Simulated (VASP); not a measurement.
Input of a VASP 6.6.1 run:

Contents of POSCAR:

```
TiC
1.0
    3.0420900000      0.0000000000      0.0000000000
   -1.5210400000      2.6345200000      0.0000000000
    0.0000000000      0.0000000000      2.6979700000
Ti C
1 1
Direct
    0.0000000000      0.0000000000      0.5000000000
    0.3333300000      0.6666700000      0.0000000000
```

Contents of INCAR.step1:

```
PREC = Accurate
ENCUT = 520
EDIFF = 1E-5
ISMEAR = -1
SIGMA = 0.05
LREAL = False
LASPH = True
NELM = 60
ALGO = Normal
ISIF = 2
LWAVE = True
GGA = PE
NBANDS = 15
```

Contents of INCAR.step2:

```
PREC = Accurate
ENCUT = 520
EDIFF = 1E-6
ISMEAR = -1
SIGMA = 0.05
LREAL = False
LASPH = True
NELM = 60
ALGO = Normal
ISIF = 2
LWAVE = False
LCHARG = True
GGA = PS
LHFCALC = True
AEXX = 0.25
PRECFOCK = Normal
LELF = True
LVHAR = True
ISTART = 1
NBANDS = 15
```

Contents of KPOINTS:

```
Automatic mesh
0
Gamma
  5 5 5
```

Potentials or basis: VASP PAW PBE potentials, release 64 (Ti_sv, C).

The run is started by

```bash
$ cat potpaw_PBE.64/Ti_sv/POTCAR potpaw_PBE.64/C/POTCAR > POTCAR
$ cp INCAR.step1 INCAR
$ mpirun -np 1 vasp_std > vasp.out
$ cp INCAR.step2 INCAR
$ mpirun -np 1 vasp_std > vasp.out
```

Predict the pressure.

-9.6 GPa.

What does it give for the band gap on the k mesh?

Zero (bands 8 and 9 overlap by 0.93 eV).

Stress tensor (GPa, compression positive):
```
 -6.27   0.00   0.00
  0.00  -6.27   0.00
  0.00   0.00 -16.21
```

Caveat: the k points lie up to 0.48 Å⁻¹ apart, too coarse for converged energies and pressures of a metal; the PAW data sets were made with another functional, which shifts forces and pressure a little.
